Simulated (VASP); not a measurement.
# SrO (Pm-3m) in VASP: further runs

SrO is run at these levels: PBE, HSE06; tasks: single point.

Everything below comes from runs of VASP 6.6.1. Logs are shortened: lines on timing, memory, paths and dates and some standing lists are left out, and cuts for length are marked.

## (1) The cell of the first run

Symmetry: Pm-3m, No. 221, cubic system. Conventional cell: a = 3.103 Å, b = 3.103 Å, c = 3.103 Å, α = 90.00°, β = 90.00°, γ = 90.00°. Sr (site symmetry m-3m) has 8 O at 2.69 Å and 6 Sr at 3.10 Å within 3.5 Å. Within 3.5 Å of O (site symmetry m-3m) lie 8 Sr at 2.69 Å and 6 O at 3.10 Å.

## (2) Single point, PBE

INCAR

```
SYSTEM = SrO
  PREC = Accurate
  ENCUT = 520
  EDIFF = 1E-6
  ISMEAR = 0
  SIGMA = 0.01
  LREAL = .FALSE.
  LASPH = .TRUE.
  NELM = 60
  ALGO = Normal
  ISIF = 2
  LWAVE = .FALSE.
  LCHARG = .TRUE.
  GGA = PE
  LELF = .TRUE.
  LVHAR = .TRUE.
  NBANDS = 15
```

KPOINTS

```
regular mesh
0
G
  6 6 6
  0 0 0
```

POSCAR

```
SrO
1.0
    3.1028650697      0.0000000000      0.0000000000
    0.0000000000      3.1028650697      0.0000000000
    0.0000000000      0.0000000000      3.1028650697
Sr O
1 1
Direct
    0.0000000000      0.0000000000      0.0000000000
    0.5000000000      0.5000000000      0.5000000000
```

Potentials or basis: VASP PAW PBE potentials, release 64 (Sr_sv, O).

The run is started by

```
cat potpaw_PBE.64/Sr_sv/POTCAR potpaw_PBE.64/O/POTCAR > POTCAR
mpirun -np 1 vasp_std > vasp.out
```

OUTCAR:

```text
SYSTEM = SrO
   PREC = Accurate
   ENCUT = 520
   EDIFF = 1E-6
   ISMEAR = 0
   LREAL = .FALSE.
   LASPH = .TRUE.
   NELM = 60
   ISIF = 2
   GGA = PE

 ion  position               nearest neighbor table
   1  0.000  0.000  0.000-   2 2.69   2 2.69   2 2.69   2 2.69   2 2.69   2 2.69   2 2.69   2 2.69

   2  0.500  0.500  0.500-   1 2.69   1 2.69   1 2.69   1 2.69   1 2.69   1 2.69   1 2.69   1 2.69

  LATTYP: Found a simple cubic cell.
 ALAT       =     3.1028650697

  Lattice vectors:

 A1 = (   3.1028650697,   0.0000000000,   0.0000000000)
 A2 = (   0.0000000000,   3.1028650697,   0.0000000000)
 A3 = (   0.0000000000,   0.0000000000,   3.1028650697)

Analysis of symmetry for initial positions (statically):
=====================================================================
 Subroutine PRICEL returns:
 Original cell was already a primitive cell.

 Routine SETGRP: Setting up the symmetry group for a
 simple cubic supercell.

 Subroutine GETGRP returns: Found 48 space group operations
 (whereof 48 operations were pure point group operations)
 out of a pool of 48 trial point group operations.

The static configuration has the point symmetry O_h .

Analysis of symmetry for dynamics (positions and initial velocities):
=====================================================================
 Subroutine PRICEL returns:
 Original cell was already a primitive cell.

 Routine SETGRP: Setting up the symmetry group for a
 simple cubic supercell.

 Subroutine GETGRP returns: Found 48 space group operations
 (whereof 48 operations were pure point group operations)
 out of a pool of 48 trial point group operations.

The dynamic configuration has the point symmetry O_h .

 Subroutine INISYM returns: Found 48 space group operations
 (whereof 48 operations are pure point group operations),
 and found     1 'primitive' translations

----------------------------------------------------------------------------------------

                                     Primitive cell

  volume of cell :      29.8737

  direct lattice vectors                    reciprocal lattice vectors
     3.102865070  0.000000000  0.000000000     0.322282786  0.000000000  0.000000000
     0.000000000  3.102865070  0.000000000     0.000000000  0.322282786  0.000000000
     0.000000000  0.000000000  3.102865070     0.000000000  0.000000000  0.322282786

  length of vectors
     3.102865070  3.102865070  3.102865070     0.322282786  0.322282786  0.322282786

  position of ions in fractional coordinates (direct lattice)
     0.000000000  0.000000000  0.000000000
     0.500000000  0.500000000  0.500000000

  ion indices of the primitive-cell ions
   primitive index   ion index
                 1           1
[... 82 lines left out ...]
   EFERMI =   0.00;   METHOD = LEGACY
   ISMEAR =     0;   SIGMA  =   0.01  broadening in eV -4-tet -1-fermi 0-gaus
   EFERMI_NEDOS =   21; number of points for ismear=-14 and -15
   IALGO  =     38    algorithm
   IMIX   =      4    mixing-type and parameters
     AMIX     =   0.40;   BMIX     =  1.00
     AMIX_MAG =   1.60;   BMIX_MAG =  1.00
  volume/ion in A,a.u.               =      14.94       100.80
  Fermi-wavevector in a.u.,A,eV,Ry     =   1.329491  2.512373 24.048913  1.767545
  Thomas-Fermi vector in A             =   2.458649
   LORBIT       =      0    0 simple, 1 ext, 2 COOP (PROOUT), +10 PAW based schemes
   GGA     = PE    functional components
   LHFCALC =     F    Hartree Fock is set to
   AEXX    =    0.0000 exact exchange contribution
   IVDW    =     0    specifies the selected vdW correction
   LEPSILON=     F    determine dielectric tensor
   LRPA    =     F    only Hartree local field effects (RPA)
 non-spin polarized calculation
 Gauss-broadening in eV      SIGMA  =   0.01
  energy-cutoff  :      520.00
  volume of cell :       29.87
 maximum number of plane-waves:       840
 NGX is ok and might be reduce to    24
   NGX = 11   NGY = 11   NGZ = 11

 number of electron      16.0000006 magnetization

 Free energy of the ion-electron system (eV)
  ---------------------------------------------------
  ext. energy  EPLUGINS =         0.00000000
  ---------------------------------------------------
  free energy    TOTEN  =       -11.21019082 eV

  energy without entropy =      -11.21019082  energy(sigma->0) =      -11.21019082

 E-fermi :   3.3058     XC(G=0): -10.8246

 val. band max:        3.1345493010   @ k =   0.5000   0.5000   0.0000
 cond. band min:       5.8816231259   @ k =   0.0000   0.0000   0.0000
 fundamental gap:      2.7470738249
 Fermi energy:         3.3058105080

 k-point     1 :       0.0000    0.0000    0.0000
  band No.  band energies     occupation
      1     -30.7396      2.00000
      2     -12.5626      2.00000
      3     -11.9250      2.00000
      4     -11.9250      2.00000
      5     -11.9250      2.00000
      6       3.0720      2.00000
      7       3.0720      2.00000
      8       3.0720      2.00000
      9       5.8816      0.00000
     10       5.8816      0.00000
     11       7.8488      0.00000
     12      13.6901      0.00000
     13      13.6901      0.00000
     14      13.6901      0.00000
[... 329 lines left out ...]
      2     -13.0261      2.00000
      3     -13.0261      2.00000
      4     -13.0261      2.00000
      5     -11.8493      2.00000
      6       0.1664      2.00000
      7       0.1664      2.00000
      8       0.1664      2.00000
      9      11.4589      0.00000
     10      11.4589      0.00000
     11      11.4589      0.00000
     12      16.4402      0.00000
     13      16.8989      0.00000
     14      16.8989      0.00000
     15      16.8989      0.00000

------------------------ aborting loop because EDIFF is reached ----------------------------------------

  FORCE on cell =-STRESS in cart. coord.  units (eV):
  Direction    XX          YY          ZZ          XY          YZ          ZX
  --------------------------------------------------------------------------------------
  -------------------------------------------------------------------------------------
  Total        0.6691888      0.6691888      0.6691888     -0.0000000     -0.0000000      0.0000000
  in kB       35.8897631     35.8897631     35.8897631     -0.0000000     -0.0000000      0.0000000
  external PRESSURE =      35.8897631 kB  Pullay stress =       0.0000000 kB

 VOLUME and BASIS-vectors are now :
 -----------------------------------------------------------------------------
  energy-cutoff  :      520.00
  volume of cell :       29.87
      direct lattice vectors                 reciprocal lattice vectors
     3.102865070  0.000000000  0.000000000     0.322282786  0.000000000  0.000000000
     0.000000000  3.102865070  0.000000000     0.000000000  0.322282786  0.000000000
     0.000000000  0.000000000  3.102865070     0.000000000  0.000000000  0.322282786

 POSITION                                       TOTAL-FORCE (eV/Angst)
 -----------------------------------------------------------------------------------
      0.00000      0.00000      0.00000         0.000000      0.000000      0.000000
      1.55143      1.55143      1.55143         0.000000      0.000000      0.000000
 -----------------------------------------------------------------------------------
    total drift:                                0.000000      0.000000     -0.000000

  FREE ENERGIE OF THE ION-ELECTRON SYSTEM (eV)
  ---------------------------------------------------
  free  energy   TOTEN  =       -11.2101908200 eV

  energy  without entropy=      -11.2101908200  energy(sigma->0) =      -11.21019082
```

Run time: 3.3 s. Hardware: 1 thread of Intel Xeon 6975P-C (Granite Rapids), shared host; peak memory 0.14 GiB.

What came out:

* Free energy: -11.2102 eV
* Pressure: 3.6 GPa
* Band gap on the k mesh: 2.75 eV (least direct gap 2.81 eV)

Caveat: the cell stands under pressure. A k mesh can miss the band edges.

## (3) Single point, HSE06

POSCAR is that of step 2.

INCAR.step1

```
SYSTEM = SrO
PREC = Accurate ; ENCUT = 520
EDIFF = 1E-5 ; ISMEAR = 0
SIGMA = 0.01 ; LREAL = .FALSE.
LASPH = .TRUE. ; NELM = 60
ALGO = Normal ; ISIF = 2
LWAVE = .TRUE. ; GGA = PE
NBANDS = 15
```

INCAR.step2

```
SYSTEM = SrO
PREC = Accurate ; ENCUT = 520
EDIFF = 1E-7 ; ISMEAR = 0
SIGMA = 0.01 ; LREAL = .FALSE.
LASPH = .TRUE. ; NELM = 60
ALGO = Normal ; ISIF = 2
LWAVE = .FALSE. ; LCHARG = .TRUE.
GGA = PE ; LHFCALC = .TRUE.
HFSCREEN = 0.2079 ; PRECFOCK = Normal
LELF = .TRUE. ; LVHAR = .TRUE.
ISTART = 1 ; NBANDS = 15
```

KPOINTS

```
regular mesh
0
G
  4 4 4
  0 0 0
```

Potentials or basis: VASP PAW PBE potentials, release 64 (Sr_sv, O).

The run is started by

```
cat potpaw_PBE.64/Sr_sv/POTCAR potpaw_PBE.64/O/POTCAR > POTCAR
cp INCAR.step1 INCAR
mpirun -np 1 vasp_std > vasp.out
cp INCAR.step2 INCAR
mpirun -np 1 vasp_std > vasp.out
```

It took 2 min on 1 thread of Intel Xeon 6975P-C (Granite Rapids), shared host; peak memory 0.25 GiB.

It converged, with:

| Quantity | Value |
| --- | --- |
| Free energy | -13.3547 eV |
| Pressure | 0.5 GPa |
| Band gap on the k mesh | 4.26 eV (least direct gap 4.34 eV) |

Levels at points of the mesh, in eV from the valence-band top:
```
           k point  band 6  band 7  band 8  band 9  band 10  band 11
(0.00, 0.00, 0.00)   -0.07   -0.07   -0.07    4.26     4.26     6.28
(0.50, 0.00, 0.00)   -3.16   -0.69   -0.69    5.52     9.20    11.24
(0.50, 0.50, 0.00)   -1.34   -1.34    0.00    5.76     6.14     9.28
(0.50, 0.50, 0.50)   -3.15   -3.15   -3.15   10.20    10.20    10.20
```

Caveat: the k points lie up to 0.51 Å⁻¹ apart; the PAW data sets were made with another functional, which shifts forces and pressure a little. A k mesh can miss the band edges.
